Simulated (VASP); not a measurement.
# Au (Cmcm) in VASP: further runs, part 2 of 2

VASP 6.6.1.

## (4) Single point, r2SCAN

This run uses another cell than the first one, of 15.37 Å³/atom.

Input file POSCAR:

```
Au
1.0
    1.3742696911     -2.4249720426      0.0000000000
    1.3742696911      2.4249720426      0.0000000000
    0.0000000000      0.0000000000      4.6108500032
Au
2
Direct
    0.6642227740      0.3357772260      0.2500000000
    0.3357772260      0.6642227740      0.7500000000
```

Input file INCAR.step1:

```
SYSTEM = Au
ALGO = Normal
EDIFF = 1E-4
ENCUT = 520
GGA = PE
ISMEAR = 0
LASPH = .TRUE.
LCHARG = .FALSE.
LREAL = .FALSE.
LWAVE = .TRUE.
NBANDS = 18
NELM = 60
PREC = Accurate
SIGMA = 0.1
```

Input file INCAR.step2:

```
SYSTEM = Au
ALGO = Normal
EDIFF = 1E-6
ENCUT = 520
ISIF = 2
ISMEAR = 0
ISTART = 1
LASPH = .TRUE.
LCHARG = .FALSE.
LMIXTAU = .TRUE.
LREAL = .FALSE.
LWAVE = .FALSE.
METAGGA = R2SCAN
NBANDS = 18
NELM = 60
PREC = Accurate
SIGMA = 0.1
```

Input file KPOINTS:

```
k-points
0
G
  18 18 10
  0 0 0
```

Potentials or basis: VASP PAW PBE potentials, release 64 (Au).

Launch:

```console
$ cat potpaw_PBE.64/Au/POTCAR > POTCAR
$ cp INCAR.step1 INCAR
$ mpirun -np 1 vasp_std > vasp.out
$ cp INCAR.step2 INCAR
$ mpirun -np 1 vasp_std > vasp.out
```

OUTCAR:

```text
SYSTEM = Au
   EDIFF = 1E-6
   ENCUT = 520
   ISIF = 2
   ISMEAR = 0
   ISTART = 1
   LASPH = .TRUE.
   LREAL = .FALSE.
   METAGGA = R2SCAN
   NELM = 60
   PREC = Accurate

 ion  position               nearest neighbor table
   1  0.664  0.336  0.250-   2 2.80   2 2.80   2 2.81   2 2.81   2 2.81   2 2.81
   2  0.336  0.664  0.750-   1 2.80   1 2.80   1 2.81   1 2.81   1 2.81   1 2.81

  LATTYP: Found a base centered orthorhombic cell.
 ALAT       =     2.7485393822
 B/A-ratio  =     1.7645532448
 C/A-ratio  =     1.6775637391

  Lattice vectors:

 A1 = (   1.3742696911,  -2.4249720426,   0.0000000000)
 A2 = (   1.3742696911,   2.4249720426,   0.0000000000)
 A3 = (   0.0000000000,   0.0000000000,   4.6108500032)

Analysis of symmetry for initial positions (statically):
=====================================================================
 Subroutine PRICEL returns:
 Original cell was already a primitive cell.

 Routine SETGRP: Setting up the symmetry group for a
 base centered orthorhombic supercell.

 Subroutine GETGRP returns: Found  8 space group operations
 (whereof  4 operations were pure point group operations)
 out of a pool of  8 trial point group operations.

The static configuration has the point symmetry C_2h.
 The point group associated with its full space group is D_2h.

Analysis of symmetry for dynamics (positions and initial velocities):
=====================================================================
 Subroutine PRICEL returns:
 Original cell was already a primitive cell.

 Routine SETGRP: Setting up the symmetry group for a
 base centered orthorhombic supercell.

 Subroutine GETGRP returns: Found  8 space group operations
 (whereof  4 operations were pure point group operations)
 out of a pool of  8 trial point group operations.

The dynamic configuration has the point symmetry C_2h.
 The point group associated with its full space group is D_2h.

 Subroutine INISYM returns: Found  8 space group operations
 (whereof  4 operations are pure point group operations),
 and found     1 'primitive' translations

----------------------------------------------------------------------------------------

                                     Primitive cell

  volume of cell :      30.7319

  direct lattice vectors                    reciprocal lattice vectors
     1.374269691 -2.424972043  0.000000000     0.363829606 -0.206187944  0.000000000
     1.374269691  2.424972043  0.000000000     0.363829606  0.206187944  0.000000000
     0.000000000  0.000000000  4.610850003     0.000000000  0.000000000  0.216879751

  length of vectors
     2.787311714  2.787311714  4.610850003     0.418193078  0.418193078  0.216879751

  position of ions in fractional coordinates (direct lattice)
     0.664222774  0.335777226  0.250000000
     0.335777226  0.664222774  0.750000000

  ion indices of the primitive-cell ions
   primitive index   ion index
                 1           1
                 2           2

----------------------------------------------------------------------------------------

 KPOINTS: k-points

Automatic generation of k-mesh.
 Grid dimensions read from file:
 generate k-points for:   18   18   10

 Generating k-lattice:

  Cartesian coordinates                     Fractional coordinates (reciprocal lattice)
     0.020212756 -0.011454886  0.000000000     0.055555556  0.000000000  0.000000000
     0.020212756  0.011454886  0.000000000     0.000000000  0.055555556  0.000000000
     0.000000000  0.000000000  0.021687975     0.000000000  0.000000000  0.100000000

  Length of vectors
     0.023232949  0.023232949  0.021687975

  Shift w.r.t. Gamma in fractional coordinates (k-lattice)
     0.000000000  0.000000000  0.000000000

 Subroutine IBZKPT returns following result:
 ===========================================

 Found    546 irreducible k-points:

 Following reciprocal coordinates:
            Coordinates               Weight
  0.000000  0.000000  0.000000      1.000000
  0.055556  0.000000  0.000000      4.000000
  0.111111  0.000000  0.000000      4.000000
  0.166667  0.000000  0.000000      4.000000
  0.222222  0.000000  0.000000      4.000000
  0.277778  0.000000  0.000000      4.000000
[... 16 lines left out ...]
 -0.277778  0.055556  0.000000      4.000000
 -0.222222  0.055556  0.000000      4.000000
 [... further k-points ...]
   k-points           NKPTS =    546   k-points in BZ     NKDIM =    546   number of bands    NBANDS=     18
   number of dos      NEDOS =    301   number of ions     NIONS =      2
   total plane-waves  NPLWV =  20736
   dimension x,y,z NGX =    24 NGY =   24 NGZ =   36
   dimension x,y,z NGXF=    48 NGYF=   48 NGZF=   72
   ions per type =               2
   NGX,Y,Z   is equivalent  to a cutoff of  14.31, 14.31, 12.98 a.u.
   NGXF,Y,Z  is equivalent  to a cutoff of  28.63, 28.63, 25.96 a.u.
 SYSTEM =  Au
   PREC   = accura    normal or accurate (medium, high low for compatibility)
   ISTART =      1    job   : 0-new  1-cont  2-samecut
   ICHARG =      0    charge: 1-file 2-atom 10-const
   ISPIN  =      1    spin polarized calculation?
   LNONCOLLINEAR =      F non collinear calculations
   LSORBIT =      F    spin-orbit coupling
   LASPH  =      T    aspherical Exc in radial PAW
   ENCUT  =  520.0 eV  38.22 Ry    6.18 a.u.   5.18  5.18  8.57*2*pi/ulx,y,z
   NELM   =     60;   NELMIN=  2; NELMDL=  0     # of ELM steps
   EDIFF  = 0.1E-05   stopping-criterion for ELM
   LREAL  =      F    real-space projection
[... 7 lines left out ...]
   TEBEG  =    0.0;   TEEND  =   0.0 temperature during run
   PSTRESS=    0.0 pullay stress
   NELECT =      22.0000    total number of electrons
   NUPDOWN=      -1.0000    fix difference up-down
   EMIN   =  10.00;   EMAX   =-10.00  energy-range for DOS
   EFERMI =   0.00;   METHOD = LEGACY
   ISMEAR =     0;   SIGMA  =   0.10  broadening in eV -4-tet -1-fermi 0-gaus
   EFERMI_NEDOS =   21; number of points for ismear=-14 and -15
   IALGO  =     38    algorithm
   IMIX   =      4    mixing-type and parameters
     AMIX     =   0.40;   BMIX     =  1.00
     AMIX_MAG =   1.60;   BMIX_MAG =  1.00
  volume/ion in A,a.u.               =      15.37       103.69
  Fermi-wavevector in a.u.,A,eV,Ry     =   1.464488  2.767481 29.180758  2.144725
  Thomas-Fermi vector in A             =   2.580458
   LORBIT       =      0    0 simple, 1 ext, 2 COOP (PROOUT), +10 PAW based schemes
   METAGGA = R2SCAN    functional components
   LHFCALC =     F    Hartree Fock is set to
   AEXX    =    0.0000 exact exchange contribution
   IVDW    =     0    specifies the selected vdW correction
   LEPSILON=     F    determine dielectric tensor
   LRPA    =     F    only Hartree local field effects (RPA)
 non-spin polarized calculation
 Gauss-broadening in eV      SIGMA  =   0.10
  energy-cutoff  :      520.00
  volume of cell :       30.73
 maximum number of plane-waves:       844
 NGX is ok and might be reduce to    24
   NGX = 11   NGY = 11   NGZ = 17

 number of electron      21.9999999 magnetization

 Free energy of the ion-electron system (eV)
  ---------------------------------------------------
  ext. energy  EPLUGINS =         0.00000000
  ---------------------------------------------------
  free energy    TOTEN  =      -100.80210705 eV

  energy without entropy =     -100.79909168  energy(sigma->0) =     -100.80059937

 E-fermi :  11.1430     XC(G=0): -14.3786

 val. band max:       11.1395558963   @ k =   0.1111   0.1111   0.2000
 cond. band min:      11.1527290422   @ k =  -0.2222   0.1111   0.2000
 fundamental gap:      0.0131731459
 Fermi energy:        11.1430414692

 k-point     1 :       0.0000    0.0000    0.0000
  band No.  band energies     occupation
      1      -0.1472      2.00000
      2       2.4317      2.00000
      3       5.4167      2.00000
      4       5.5391      2.00000
      5       5.8559      2.00000
      6       5.9883      2.00000
[... 10 lines left out ...]
     17      31.1950      0.00000
     18      31.8036      0.00000

 k-point     2 :       0.0556    0.0000    0.0000
  band No.  band energies     occupation
      1      -0.0343      2.00000
      2       2.5266      2.00000
      3       5.3621      2.00000
      4       5.6331      2.00000
      5       5.8859      2.00000
      6       6.0212      2.00000
[... 10 lines left out ...]
     17      30.5855      0.00000
     18      31.0955      0.00000
[... 442 lines left out ...]
 k-point    24 :      -0.2222    0.0556    0.0000
  band No.  band energies     occupation
      1       1.1959      2.00000
      2       3.3896      2.00000
      3       4.8989      2.00000
      4       5.5265      2.00000
      5       5.6838      2.00000
      6       6.1930      2.00000
[... 10 lines left out ...]
     17      29.5888      0.00000
     18      29.5950      0.00000

 [... further k-points ...]
[... 5 lines left out ...]
  --------------------------------------------------------------------------------------
  -------------------------------------------------------------------------------------
  Total        5.9112166      5.8952581      5.8875875      0.0000000      0.0000000      0.0000000
  in kB      308.1752538    307.3432729    306.9433720      0.0000000      0.0000000      0.0000000
  external PRESSURE =     307.4872995 kB  Pullay stress =       0.0000000 kB

 VOLUME and BASIS-vectors are now :
 -----------------------------------------------------------------------------
  energy-cutoff  :      520.00
  volume of cell :       30.73
      direct lattice vectors                 reciprocal lattice vectors
     1.374269691 -2.424972043  0.000000000     0.363829606 -0.206187944  0.000000000
     1.374269691  2.424972043  0.000000000     0.363829606  0.206187944  0.000000000
     0.000000000  0.000000000  4.610850003     0.000000000  0.000000000  0.216879751

 POSITION                                       TOTAL-FORCE (eV/Angst)
 -----------------------------------------------------------------------------------
      1.37427     -0.79647      1.15271         0.000000      0.000040     -0.000000
      1.37427      0.79647      3.45814         0.000000     -0.000040      0.000000
 -----------------------------------------------------------------------------------
    total drift:                               -0.000000      0.000000     -0.000000

  FREE ENERGIE OF THE ION-ELECTRON SYSTEM (eV)
  ---------------------------------------------------
  free  energy   TOTEN  =      -100.8021070491 eV

  energy  without entropy=     -100.7990916830  energy(sigma->0) =     -100.80059937
```

OUTCAR.step1:

```text
SYSTEM = Au
   EDIFF = 1E-4
   ENCUT = 520
   GGA = PE
   ISMEAR = 0
   LASPH = .TRUE.
   LREAL = .FALSE.
[... 729 lines left out ...]
      1.37427     -0.79647      1.15271         0.000000     -0.001632     -0.000000
      1.37427      0.79647      3.45814         0.000000      0.001632      0.000000
 -----------------------------------------------------------------------------------
    total drift:                                0.000000      0.000000     -0.000000

  FREE ENERGIE OF THE ION-ELECTRON SYSTEM (eV)
  ---------------------------------------------------
  free  energy   TOTEN  =        -5.9563325138 eV

  energy  without entropy=       -5.9532872174  energy(sigma->0) =       -5.95480987
```

It took 8.7 min on 1 thread of Intel Xeon Platinum 8488C (Sapphire Rapids), shared host; peak memory 0.36 GiB.

What came out:

```yaml
Free_energy: -100.8021 eV
Pressure: 30.7 GPa
Band_gap_on_the_k_mesh: zero (bands 11 and 12 overlap by 8.09 eV)
```

Stress tensor (GPa, compression positive):
```
30.82  0.00  0.00
 0.00 30.73  0.00
 0.00  0.00 30.69
```

Levels at points of the mesh, in eV from the Fermi level:
| k point | band 9 | band 10 | band 11 | band 12 | band 13 | band 14 |
| --- | --- | --- | --- | --- | --- | --- |
| (0.00, 0.00, 0.00) | -4.20 | -2.55 | -2.51 | -1.46 | 3.50 | 15.25 |
| (0.50, 0.00, 0.00) | -2.14 | -1.91 | 0.44 | 1.98 | 6.51 | 8.13 |
| (0.50, 0.50, 0.00) | -2.18 | -1.94 | 0.38 | 1.70 | 6.41 | 8.16 |
| (0.00, 0.00, 0.50) | -3.15 | -3.15 | -3.05 | -3.05 | 12.14 | 12.14 |
| (0.50, 0.00, 0.50) | -2.00 | -2.00 | 0.42 | 0.42 | 4.84 | 4.84 |
| (0.50, 0.50, 0.50) | -2.05 | -2.05 | 0.18 | 0.18 | 4.63 | 4.63 |

Caveat: the cell stands under pressure; the PAW data sets were made with another functional, which shifts forces and pressure a little; spin-orbit coupling is left out, which moves the levels of the heavy elements.

## (5) The runs side by side

| cell | k mesh | gap on the mesh (eV) | pressure (GPa) |
| --- | --- | --- | --- |
| a = 2.919, b = 2.919, c = 4.857 Å, angles 90.0, 90.0, 121.8°, 2 atoms, atomic positions A | 16 × 16 × 10 | none | 0.3 |
| a = 2.948, b = 2.948, c = 4.910 Å, angles 90.0, 90.0, 121.9°, 2 atoms, atomic positions B | 16 × 16 × 10 | none | -3.9 |
| a = 2.787, b = 2.787, c = 4.611 Å, angles 90.0, 90.0, 120.9°, 2 atoms, atomic positions C | 18 × 18 × 10 | none | 30.7 |

Alike in all rows: task single point; level r2SCAN; potentials or basis VASP PAW PBE potentials, release 64 (Au); no spin polarisation; cutoff (eV) 520; smearing gaussian 0.1 eV.

Caveats: the PAW data sets were made with another functional, which shifts forces and pressure a little; spin-orbit coupling is left out, which moves the levels of the heavy elements; the cell stands under tension (at least some runs); the cell stands under pressure (at least some runs).

Absolute energies hang on the potentials; compare differences alone.

The gap in the log of VASP goes by the Fermi energy; the results here count the filled bands.